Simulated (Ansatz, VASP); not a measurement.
# One calculation of Al, two programs

POSCAR

```
Al
1.0
    2.9530781191      0.0000000000      0.0000000000
   -1.4765390595      2.5574406705      0.0000000000
    0.0000000000      0.0000000000      4.8668500000
Al
2
Direct
    0.6666666667      0.3333333333      0.7500000000
    0.3333333333      0.6666666667      0.2500000000
```

The input INCAR.step1:

```
PREC = Accurate
ENCUT = 520
ISMEAR = 0
SIGMA = 0.15
LREAL = F
LASPH = T
NELM = 60
NBANDS = 10
GGA = PE
ALGO = Normal
EDIFF = 1E-4
LWAVE = T
LCHARG = F
```

File INCAR.step2:

```
PREC = Accurate
ENCUT = 520
EDIFF = 1E-6
ISMEAR = 0
SIGMA = 0.15
LREAL = F
LASPH = T
NELM = 60
ALGO = Normal
ISIF = 2
LWAVE = F
LCHARG = F
METAGGA = R2SCAN
LMIXTAU = T
NBANDS = 10
ISTART = 1
```

The input KPOINTS:

```
regular mesh
0
Gamma
  21 21 10
```

Input for Ansatz:

```yaml
crystal:
  lattice:
    - [2.9530781191, 0.0, 0.0]
    - [-1.4765390595, 2.5574406705, 0.0]
    - [0.0, 0.0, 4.86685]
  atoms:
    - { symbol: Al, position: [0.6666666667, 0.3333333333, 0.75] }
    - { symbol: Al, position: [0.3333333333, 0.6666666667, 0.25] }
basis:
  ecutwfc: 500
kpoints:
  mp_grid: { grid: [21, 21, 10] }
hamiltonian:
  xc: r2scan
scf:
  occupations: { method: gaussian, width: 0.15 }
output:
  forces: true
  stress: true
  eigenvalues: true
```

Change from the starting cell: strain +0.0500 x Voigt [1, 1, 0, 0, 0, 0], atoms carried along.

Alike in both runs: task single point; functional r2SCAN; k mesh 21 × 21 × 10; occupations gaussian, width 0.15 eV; no spin polarisation.

|  | VASP | Ansatz |
| --- | --- | --- |
| version | VASP 6.6.1 | Ansatz 0.2.0 |
| potentials or method | VASP PAW PBE potentials, release 64 (Al), cutoff 520 eV | scalar-relativistic, plane waves, PAW |
| valence electrons in the cell | 6 | 6 |

```tsv
	VASP	Ansatz	Ansatz less VASP
gap on the k mesh at the Fermi level (eV)	none	none	-
pressure (GPa)	-9.1	-8.9	+0.21
```

VASP's potentials were made for PBE, not for r2SCAN. A gap of «none» marks a metal or a gap that the smearing closes. With one functional, cell and mesh, what is left measures potentials, basis and numerics.
